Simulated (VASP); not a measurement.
Input of a VASP 6.6.1 run:

INCAR

```
PREC     = Accurate       # precision mode
ENCUT    = 500            # plane-wave cutoff, eV
EDIFF    = 1E-6           # SCF threshold, eV
ISMEAR   = -1             # smearing method
SIGMA    = 0.08           # smearing width, eV
LREAL    = False          # projectors in reciprocal space
LASPH    = True           # aspherical terms in the spheres
NELM     = 120            # most SCF steps
ALGO     = Normal         # electronic algorithm
ISIF     = 2              # what is computed and relaxed
LWAVE    = False          # write WAVECAR
LCHARG   = False          # write CHGCAR
GGA      = PS             # functional
NBANDS   = 17             # bands
GGA_COMPAT= False
```

KPOINTS

```
Automatic mesh
0
Gamma
  15 15 9
```

File POSCAR:

```
Hf
1.0
    2.4571311551      0.0000000000      0.0000000000
   -1.2285655776      2.1279380007      0.0000000000
    0.0000000000      0.0000000000      4.2973389075
Hf
2
Direct
    0.3333333333      0.6666666667      0.2500000000
    0.6666666667      0.3333333333      0.7500000000
```

Potentials or basis: VASP PAW PBE potentials, release 64 (Hf_pv).

Run with:

```sh
$ cat potpaw_PBE.64/Hf_pv/POTCAR > POTCAR
$ mpirun -np 1 vasp_std > vasp.out
```

(1) Predict the pressure.

(2) Predict the band gap on the k mesh.

Answers

(1) 222.7 GPa.

(2) zero (bands 10 and 11 overlap by 1.79 eV).

Caveat: the cell stands under pressure; the PAW data sets were made with another functional, which shifts forces and pressure a little; spin-orbit coupling is left out, which moves the levels of the heavy elements.
